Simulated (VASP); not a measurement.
A run of VASP 6.6.1 is set up as follows.

INCAR

```
SYSTEM = Cs
ALGO = Fast
EDIFF = 1E-6
ENCUT = 520
GGA = CA
ISIF = 2
ISMEAR = -1
LASPH = .True.
LCHARG = .False.
LREAL = .False.
LWAVE = .False.
NBANDS = 10
NELM = 60
PREC = Accurate
SIGMA = 0.05
```

The input KPOINTS:

```
k-points
0
Gamma
  6 6 6
  0 0 0
```

The input POSCAR:

```
Cs
1.0
   -3.1284650614      3.1284650614      3.1284650614
    3.1284650614     -3.1284650614      3.1284650614
    3.1284650614      3.1284650614     -3.1284650614
Cs
1
Direct
    0.0000000000      0.0000000000      0.0000000000
```

Potentials or basis: VASP PAW LDA potentials, release 64 (Cs_sv).

Launch:

```sh
$ cat potpaw_LDA.64/Cs_sv/POTCAR > POTCAR
$ mpirun -np 1 vasp_std > vasp.out
```

(1) Predict the pressure.

## Answers

(1) -0.4 GPa.
